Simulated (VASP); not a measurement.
A run of VASP 6.6.1 is set up as follows.

File INCAR:

```
SYSTEM = TiC
PREC = Accurate
ENCUT = 520
EDIFF = 1E-6
ISMEAR = 0
SIGMA = 0.1
LREAL = .FALSE.
LASPH = .TRUE.
NELM = 60
ALGO = Normal
ISIF = 2
LWAVE = .FALSE.
LCHARG = .TRUE.
GGA = PE
LELF = .TRUE.
LVHAR = .TRUE.
NBANDS = 15
```

The input KPOINTS:

```
Automatic mesh
0
G
  16 16 16
  0 0 0
```

File POSCAR:

```
TiC
1.0
    0.0000000000      2.2008962000      2.2008962000
    2.2008962000      0.0000000000      2.2008962000
    2.2008962000      2.2008962000      0.0000000000
Ti C
1 1
Direct
    0.0000000000      0.0000000000      0.0000000000
    0.5000000000      0.5000000000      0.5000000000
```

Potentials or basis: VASP PAW PBE potentials, release 64 (Ti_sv, C).

The run is started by

```sh
$ cat potpaw_PBE.64/Ti_sv/POTCAR potpaw_PBE.64/C/POTCAR > POTCAR
$ mpirun -np 1 vasp_std > vasp.out
```

Q: What does it give for the band gap on the k mesh?

A: Zero (bands 8 and 9 overlap by 1.06 eV).

Q: Predict the pressure.

A: -10.7 GPa.

Caveat: the cell differs from its parent crystal (strained); the cell stands under tension.
